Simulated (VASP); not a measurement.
# BAs (F-43m) in VASP: notebook, part 2 of 2

VASP 6.6.1. The steps go on from the part before.

**4. Dielectric tensor, r2SCAN (strain +4.0%)**

File INCAR:

```
PREC = Accurate
ENCUT = 520
EDIFF = 1E-8
ISMEAR = 0
SIGMA = 0.01
LREAL = False
LASPH = True
NELM = 60
ALGO = Normal
ISIF = 2
LWAVE = False
LCHARG = False
METAGGA = R2SCAN
LMIXTAU = True
LCALCEPS = True
```

File KPOINTS:

```
regular mesh
0
Gamma
  8 8 8
```

File POSCAR:

```
BAs
1.0
    0.0000000000      2.4875423082      2.4875423082
    2.4875423082      0.0000000000      2.4875423082
    2.4875423082      2.4875423082      0.0000000000
B As
1 1
Direct
    0.0000000000      0.0000000000      0.0000000000
    0.2500000000      0.2500000000      0.2500000000
```

Potentials or basis: VASP PAW PBE potentials, release 64 (B, As).

On the command line:

```bash
$ cat potpaw_PBE.64/B/POTCAR potpaw_PBE.64/As/POTCAR > POTCAR
$ mpirun -np 1 vasp_std > vasp.out
```

OUTCAR:

```text
PREC = Accurate
   ENCUT = 520
   EDIFF = 1E-8
   ISMEAR = 0
   LREAL = False
   LASPH = True
   NELM = 60
   ISIF = 2
   METAGGA = R2SCAN

 ion  position               nearest neighbor table
   1  0.000  0.000  0.000-   2 2.15   2 2.15   2 2.15   2 2.15
   2  0.250  0.250  0.250-   1 2.15   1 2.15   1 2.15   1 2.15

  LATTYP: Found a face centered cubic cell.
 ALAT       =     4.9750846164

  Lattice vectors:

 A1 = (   0.0000000000,   2.4875423082,   2.4875423082)
 A2 = (   2.4875423082,   0.0000000000,   2.4875423082)
 A3 = (   2.4875423082,   2.4875423082,   0.0000000000)

Analysis of symmetry for initial positions (statically):
=====================================================================
 Subroutine PRICEL returns:
 Original cell was already a primitive cell.

 Routine SETGRP: Setting up the symmetry group for a
 face centered cubic supercell.

 Subroutine GETGRP returns: Found 24 space group operations
 (whereof 24 operations were pure point group operations)
 out of a pool of 48 trial point group operations.

The static configuration has the point symmetry T_d .

Analysis of symmetry for dynamics (positions and initial velocities):
=====================================================================
 Subroutine PRICEL returns:
 Original cell was already a primitive cell.

 Routine SETGRP: Setting up the symmetry group for a
 face centered cubic supercell.

 Subroutine GETGRP returns: Found 24 space group operations
 (whereof 24 operations were pure point group operations)
 out of a pool of 48 trial point group operations.

The dynamic configuration has the point symmetry T_d .

 Subroutine INISYM returns: Found 24 space group operations
 (whereof 24 operations are pure point group operations),
 and found     1 'primitive' translations

----------------------------------------------------------------------------------------

                                     Primitive cell

  volume of cell :      30.7852

  direct lattice vectors                    reciprocal lattice vectors
     0.000000000  2.487542308  2.487542308    -0.201001606  0.201001606  0.201001606
     2.487542308  0.000000000  2.487542308     0.201001606 -0.201001606  0.201001606
     2.487542308  2.487542308  0.000000000     0.201001606  0.201001606 -0.201001606

  length of vectors
     3.517916069  3.517916069  3.517916069     0.348144995  0.348144995  0.348144995

  position of ions in fractional coordinates (direct lattice)
     0.000000000  0.000000000  0.000000000
     0.250000000  0.250000000  0.250000000

  ion indices of the primitive-cell ions
   primitive index   ion index
                 1           1
                 2           2

----------------------------------------------------------------------------------------

 KPOINTS: regular mesh

Automatic generation of k-mesh.
 Grid dimensions read from file:
[... 78 lines left out ...]
   EMIN   =  10.00;   EMAX   =-10.00  energy-range for DOS
   EFERMI =   0.00;   METHOD = LEGACY
   ISMEAR =     0;   SIGMA  =   0.01  broadening in eV -4-tet -1-fermi 0-gaus
   EFERMI_NEDOS =   21; number of points for ismear=-14 and -15
   IALGO  =     38    algorithm
   IMIX   =      4    mixing-type and parameters
     AMIX     =   0.40;   BMIX     =  1.00
     AMIX_MAG =   1.60;   BMIX_MAG =  1.00
  volume/ion in A,a.u.               =      15.39       103.87
  Fermi-wavevector in a.u.,A,eV,Ry     =   1.044699  1.974194 14.849333  1.091395
  Thomas-Fermi vector in A             =   2.179463
   LORBIT       =      0    0 simple, 1 ext, 2 COOP (PROOUT), +10 PAW based schemes
   METAGGA = R2SCAN    functional components
   LHFCALC =     F    Hartree Fock is set to
   AEXX    =    0.0000 exact exchange contribution
   IVDW    =     0    specifies the selected vdW correction
   LEPSILON=     F    determine dielectric tensor
   LRPA    =     F    only Hartree local field effects (RPA)
   LRPA       =     F
 non-spin polarized calculation
 Gauss-broadening in eV      SIGMA  =   0.01
  energy-cutoff  :      520.00
  volume of cell :       30.79
 maximum number of plane-waves:       869
 NGX is ok and might be reduce to    28
   NGX = 13   NGY = 13   NGZ = 13

 number of electron       8.0000001 magnetization

 Free energy of the ion-electron system (eV)
  ---------------------------------------------------
  ext. energy  EPLUGINS =         0.00000000
  ---------------------------------------------------
  free energy    TOTEN  =       -22.10450324 eV

  energy without entropy =      -22.10450324  energy(sigma->0) =      -22.10450324

 E-fermi :   4.7788     XC(G=0): -10.5899

 val. band max:        4.7298400320   @ k =   0.0000   0.0000   0.0000
 cond. band min:   10000.0000000000   @ k =   0.0000   0.0000   0.0000
 fundamental gap:   9995.2701599680
 Fermi energy:         4.7787874817

 k-point     1 :       0.0000    0.0000    0.0000
  band No.  band energies     occupation
      1     -10.3309      2.00000
      2       4.7293      2.00000
      3       4.7295      2.00000
      4       4.7298      2.00000
      5   10000.0000      0.00000
      6   10000.0000      0.00000
      7   10000.0000      0.00000
      8   10000.0000      0.00000
[... 243 lines left out ...]
 k-point    24 :      -0.3750    0.2500    0.1250
  band No.  band energies     occupation
      1      -7.2083      2.00000
      2      -3.2752      2.00000
      3       0.4145      2.00000
      4       1.8951      2.00000
      5   10000.0000      0.00000
      6   10000.0000      0.00000
      7   10000.0000      0.00000
      8   10000.0000      0.00000

 [... further k-points ...]

------------------------ aborting loop because EDIFF is reached ----------------------------------------

            Ionic dipole moment: p[ion]=(     6.21886     6.21886     6.21886 ) |e| Angst

 Total electronic dipole moment: p[elc]=(     0.00445     0.00445     0.01932 ) |e| Angst

 MACROSCOPIC STATIC DIELECTRIC TENSOR (including local field effects)
 ------------------------------------------------------
           9.745852     0.000000    -0.000000
          -0.000000     9.745852     0.000000
           0.000000     0.000000     9.745852
 ------------------------------------------------------

 PIEZOELECTRIC TENSOR (including local field effects) (e Angst)
          XX          YY          ZZ          XY          YZ          ZX
  --------------------------------------------------------------------------------
  x     0.00000     0.00000     0.00000     0.00000    -0.27403    -0.00000
  y     0.00000    -0.00000     0.00000     0.00000     0.00000    -0.27403
  z     0.00000     0.00000     0.00000    -0.27403     0.00000    -0.00000

 PIEZOELECTRIC TENSOR (including local field effects) (C/m^2)
          XX          YY          ZZ          XY          YZ          ZX
  --------------------------------------------------------------------------------
  x     0.00000     0.00000     0.00000     0.00000    -0.14262    -0.00000
  y     0.00000    -0.00000     0.00000     0.00000     0.00000    -0.14262
  z     0.00000     0.00000     0.00000    -0.14262     0.00000    -0.00000

 BORN EFFECTIVE CHARGES (including local field effects) (in |e|, cummulative output)
 ---------------------------------------------------------------------------------
 ion    1
    1    -0.03383     0.00000    -0.00000
    2     0.00000    -0.03383    -0.00000
    3    -0.00000     0.00000    -0.03383
 ion    2
    1     0.03383    -0.00000    -0.00000
    2     0.00000     0.03383     0.00000
    3    -0.00000    -0.00000     0.03383

  FORCE on cell =-STRESS in cart. coord.  units (eV):
  Direction    XX          YY          ZZ          XY          YZ          ZX
  --------------------------------------------------------------------------------------
  -------------------------------------------------------------------------------------
  Total       -2.4889476     -2.4889476     -2.4889476      0.0000000      0.0000000     -0.0000000
  in kB     -129.5343407   -129.5343407   -129.5343407      0.0000000      0.0000000     -0.0000000
  external PRESSURE =    -129.5343407 kB  Pullay stress =       0.0000000 kB

 VOLUME and BASIS-vectors are now :
 -----------------------------------------------------------------------------
  energy-cutoff  :      520.00
  volume of cell :       30.79
      direct lattice vectors                 reciprocal lattice vectors
     0.000000000  2.487542308  2.487542308    -0.201001606  0.201001606  0.201001606
     2.487542308  0.000000000  2.487542308     0.201001606 -0.201001606  0.201001606
     2.487542308  2.487542308  0.000000000     0.201001606  0.201001606 -0.201001606

 POSITION                                       TOTAL-FORCE (eV/Angst)
 -----------------------------------------------------------------------------------
      0.00000      0.00000      0.00000         0.000000      0.000000      0.000000
      1.24377      1.24377      1.24377        -0.000000     -0.000000     -0.000000
 -----------------------------------------------------------------------------------
    total drift:                                0.000000      0.000000      0.000000

  FREE ENERGIE OF THE ION-ELECTRON SYSTEM (eV)
  ---------------------------------------------------
  free  energy   TOTEN  =       -22.1045032350 eV

  energy  without entropy=      -22.1045032350  energy(sigma->0) =      -22.10450324
```

stdout:

```text
POSCAR found type information on POSCAR B As
 POSCAR found :  2 types and       2 ions
 scaLAPACK will be used
 -----------------------------------------------------------------------------
|                                                                             |
[... 110 lines left out ...]
 p_tot=(  0.622E+01  0.624E+01  0.622E+01 )
dp_tot=(  0.149E-04  0.148E-01  0.149E-04 )  diag[e(oo)]=(    ---    9.72300    ---   )
 p_tot=(  0.622E+01  0.624E+01  0.622E+01 )
dp_tot=(  0.150E-04  0.149E-01  0.150E-04 )  diag[e(oo)]=(    ---    9.74881    ---   )
 p_tot=(  0.622E+01  0.624E+01  0.622E+01 )
dp_tot=(  0.151E-04  0.149E-01  0.150E-04 )  diag[e(oo)]=(    ---    9.75346    ---   )
 p_tot=(  0.622E+01  0.624E+01  0.622E+01 )
dp_tot=(  0.151E-04  0.149E-01  0.151E-04 )  diag
```

It took 19 min on 1 thread of Intel Xeon 6975P-C (Granite Rapids), shared host; peak memory 0.32 GiB.

Results:

| Property | Result |
| --- | --- |
| Band gap on the k mesh | 1.49 eV (least direct gap 3.32 eV) |
| Electronic dielectric tensor (diagonal) | 9.75 |
| Born charges (mean of the diagonal) | B -0.03; As +0.03 e |

Electronic dielectric tensor:
```
9.75 0.00 0.00
0.00 9.75 0.00
0.00 0.00 9.75
```

Born effective charge tensors (e):
atom 1, B
```
-0.03  0.00  0.00
 0.00 -0.03  0.00
 0.00  0.00 -0.03
```
atom 2, As
```
0.03 0.00 0.00
0.00 0.03 0.00
0.00 0.00 0.03
```

Dipole moments of the cell (e·Å, modulo the quantum): ionic 6.219, 6.219, 6.219; electronic 0.004, 0.004, 0.019

Caveat: the cell differs from its parent crystal (strain +4.0%); the PAW data sets were made with another functional, which shifts forces and pressure a little.

**5. The runs side by side**

```csv
cell,gap on the mesh (eV)
"a = 3.450 Å, angles 60.0°, 2 atoms",1.44
"a = 3.484 Å, angles 60.0°, 2 atoms",1.47
"a = 3.518 Å, angles 60.0°, 2 atoms",1.49
```

Alike in all rows: task dielectric tensor; level r2SCAN; potentials or basis VASP PAW PBE potentials, release 64 (B, As); no spin polarisation; k mesh 8 × 8 × 8; cutoff (eV) 520; smearing gaussian 0.01 eV.

Caveats: the PAW data sets were made with another functional, which shifts forces and pressure a little.

Total energies depend on the potentials used, so only differences within one code and one set of settings carry meaning.
